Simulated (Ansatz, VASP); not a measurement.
## Two plane-wave programs on H

```
H
1.0
     5.69853    0.00000    0.00000
    -2.84927    4.93507    0.00000
     0.00000    0.00000    4.28059
H
2
Direct
  0.33333 0.66667 0.25000
  0.66667 0.33333 0.75000
```

Alike in both runs: task relaxation of cell and atoms; functional PBE; k mesh 6 × 6 × 6; occupations gaussian, width 0.02 eV; collinear spin.

|  | VASP | Ansatz |
| --- | --- | --- |
| version | VASP 6.6.1 | Ansatz 0.2.0 |
| potentials or method | VASP PAW PBE potentials, release 64 (H), cutoff 600 eV | scalar-relativistic, plane waves, PAW |
| valence electrons in the cell | 2 | 2 |

```tsv
	VASP	Ansatz	Ansatz less VASP
gap on the k mesh at the Fermi level, each at its own relaxed structure (eV)	6.82	6.79	-0.026
net moment per atom (μB)	1.00	1.00	0.000
size of the moment on the site where the two differ most (μB)	0.38	0.96	+0.576
relaxed volume (Å³/atom)	63.29	60.19	-3.097
relaxed length of the cell vector where the two differ most in proportion (Å)	4.370	4.281	-0.0894
```

Site moments also hang on the region over which each program counts them. Ansatz's warnings: nearly empty spin channel levels not settled, published levels not confirmed, xc potential rough in thin density.
